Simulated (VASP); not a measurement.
**Ge: single point with BLYP**

Crystal: Ge.

```xyz
4
Lattice="3.2039 0.0000 0.0000 -1.6019 2.7746 0.0000 0.0000 0.0000 10.5885" Properties=species:S:1:pos:R:3 pbc="T T T"
Ge    1.6019    2.7746    0.0000
Ge    1.6019    2.7746    5.2942
Ge    0.0000    1.8498    2.6471
Ge    1.6019    0.9249    7.9413
```

This cell differs from its parent crystal: volume scaled by 1.08.

| Item | Value |
| --- | --- |
| Program | VASP 6.6.1 |
| Task | single point |
| Functional | BLYP |
| Potentials or basis | VASP PAW PBE potentials, release 64 (Ge_d) |
| Cutoff | 520 eV |
| k mesh | 13 × 13 × 4 |
| Occupations | fermi-dirac, width 0.1 eV |
| Spin | no spin polarisation |
| Dipole correction | no |
| Further INCAR settings | ALGO = Normal; EDIFF = 1e-06; NBANDS = 36 |

```json
{
  "Pressure": "-3.2 GPa",
  "Band gap on the k mesh": "zero (band 28 reaches 10.47 eV, above the bottom of band 29 at 3.38 eV)"
}
```

Stress tensor (GPa, compression positive):
```
-3.33  0.00  0.00
 0.00 -3.33  0.00
 0.00  0.00 -2.90
```

Levels at points of the mesh, in eV from the Fermi level:
| k point | band 26 | band 27 | band 28 | band 29 | band 30 | band 31 |
| --- | --- | --- | --- | --- | --- | --- |
| (0.00, 0.00, 0.00) | 0.64 | 0.64 | 5.27 | 5.27 | 5.88 | 5.88 |
| (0.00, 0.00, 0.50) | -2.59 | 4.28 | 4.28 | 5.45 | 5.45 | 5.45 |

Wall time 2 min on 1 thread of AMD EPYC 9R45 96-Core Processor (Zen 5) (shared host), peak memory 0.27 GiB.

Caveat: the PAW data sets were made with another functional, which shifts forces and pressure a little.
